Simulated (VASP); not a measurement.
SnSe: vibrations by perturbation theory with PBE

The system is SnSe.

```
CELL_PARAMETERS angstrom
0.00000 3.39006 3.39006
3.39006 0.00000 3.39006
3.39006 3.39006 0.00000
ATOMIC_POSITIONS crystal
Sn 0.00000 0.00000 0.00000
Se 0.25000 0.25000 0.25000
```

```json
{
 "Program": "VASP 6.6.1",
 "Task": "vibrations by perturbation theory",
 "Functional": "PBE",
 "Potentials or basis": "VASP PAW PBE potentials, release 64 (Sn_d, Se)",
 "Cutoff": "520 eV",
 "k mesh": "10 × 10 × 10",
 "Occupations": "gaussian, width 0.01 eV",
 "Spin": "no spin polarisation",
 "Dipole correction": "no",
 "Further INCAR settings": "ALGO = Normal; EDIFF = 1e-08; IBRION = 8; NSW = 1"
}
```

```json
{
  "Highest phonon frequency at Γ, LO-TO splitting left out": "112 cm⁻¹"
}
```

Phonon frequencies in cm⁻¹ (negative: imaginary):
```
              q point        frequencies
(0.000, 0.000, 0.000)  0 0 0 112 112 112
```

It took 8.1 min on 1 thread of Intel Xeon 6975P-C, with other jobs on the host, peak memory 0.56 GiB.
